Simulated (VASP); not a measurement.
Runs of VASP 6.6.1 on Ga2F. The structure is that of space group P6/mmm (No. 191), or close to it. The cells are those of the table. 

```csv
task,cell,k mesh,cutoff (eV),gap on the mesh (eV),pressure (GPa),relaxed volume (Å³/atom)
single point,"a = 4.589, b = 4.589, c = 2.729 Å, angles 90.0, 90.0, 120.0°, 3 atoms",6 × 6 × 6,520,none,0.0,-
single point,"a = 4.556, b = 4.556, c = 2.806 Å, angles 90.0, 90.0, 120.0°, 3 atoms",12 × 12 × 16,520,none,0.0,-
single point,"a = 4.564, b = 4.564, c = 2.765 Å, angles 90.0, 90.0, 120.0°, 3 atoms",6 × 6 × 4,520,none,0.0,-
single point,"a = 3.580, b = 3.580, c = 3.866 Å, angles 90.0, 90.0, 120.0°, 3 atoms",6 × 6 × 6,520,none,45.3,-
relaxation of cell and atoms,"relaxed from a = 4.564, b = 4.564, c = 2.765 Å, angles 90.0, 90.0, 120.0°, 3 atoms",6 × 6 × 6,600,none,-0.1,16.59
relaxation of cell and atoms,"relaxed from a = 3.580, b = 3.580, c = 3.866 Å, angles 90.0, 90.0, 120.0°, 3 atoms",6 × 6 × 4,600,none,-0.1,(a)
```

Alike in all rows: level PBE; potentials or basis VASP PAW PBE potentials, release 64 (Ga_d, F); no spin polarisation; smearing gaussian 0.1 eV.

**Question.** Fill in the values left out.

**Answer.** (a) 16.10.

Caveats: some runs use coarse meshes; the stress differs along the axes, from 6 to 65 GPa (at least some runs); a cell axis changed by over 15 % at a fixed basis, so the end point is rough (at least some runs).

A k mesh can miss the band edges, and the runs leave out spin-orbit coupling on Ga.

A gap of «none» marks levels without a gap at the run's occupations.
